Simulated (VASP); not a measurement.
Write the native input for VASP 6.6.1 that does the following.

```yaml
Task: single point
Functional: r2SCAN
Potentials_or_basis: VASP PAW PBE potentials, release 64 (Ge_d)
Cutoff: 520 eV
k_mesh: 8 × 8 × 8
Occupations: methfessel-paxton, width 0.05 eV
Spin: no spin polarisation
Dipole_correction: no
Further_INCAR_settings: ALGO = Normal; EDIFF = 1e-06; NBANDS = 13
```

Crystal: Ge.

```xyz
1
Lattice="2.6940 0.0000 0.0000 0.0000 2.6940 0.0000 0.0000 0.0000 2.6940" Properties=species:S:1:pos:R:3 pbc="T T T"
Ge    0.0000    0.0000    0.0000
```

One way to write it, as run:

POSCAR

```
Ge
1.0
    2.6939814088      0.0000000000      0.0000000000
    0.0000000000      2.6939814088      0.0000000000
    0.0000000000      0.0000000000      2.6939814088
Ge
1
Direct
    0.0000000000      0.0000000000      0.0000000000
```

INCAR.step1

```
SYSTEM = Ge
  PREC = Accurate
  ENCUT = 520
  ISMEAR = 1
  SIGMA = 0.05
  LREAL = .FALSE.
  LASPH = .TRUE.
  NELM = 100
  NBANDS = 13
  GGA = PE
  ALGO = Normal
  EDIFF = 1E-4
  LWAVE = .TRUE.
  LCHARG = .FALSE.
```

INCAR.step2

```
SYSTEM = Ge
  PREC = Accurate
  ENCUT = 520
  EDIFF = 1E-6
  ISMEAR = 1
  SIGMA = 0.05
  LREAL = .FALSE.
  LASPH = .TRUE.
  NELM = 100
  ALGO = Normal
  ISIF = 2
  LWAVE = .FALSE.
  LCHARG = .FALSE.
  METAGGA = R2SCAN
  LMIXTAU = .TRUE.
  NBANDS = 13
  ISTART = 1
```

KPOINTS

```
Automatic mesh
0
G
  8 8 8
  0 0 0
```

Potentials or basis: VASP PAW PBE potentials, release 64 (Ge_d).

Run with:

```console
$ cat potpaw_PBE.64/Ge_d/POTCAR > POTCAR
$ cp INCAR.step1 INCAR
$ mpirun -np 1 vasp_std > vasp.out
$ cp INCAR.step2 INCAR
$ mpirun -np 1 vasp_std > vasp.out
```

Results of the run:

```json
{
  "Pressure": "-0.1 GPa",
  "Band gap on the k mesh": "zero (band 7 reaches 13.01 eV, above the bottom of band 8 at 3.20 eV)"
}
```

Caveat: the PAW data sets were made with another functional, which shifts forces and pressure a little.

Wall time 22 s on 1 thread of Intel(R) Xeon(R) Platinum 8259CL CPU @ 2.50GHz (Skylake/Cascade Lake), with other jobs on the host, peak memory 0.13 GiB.
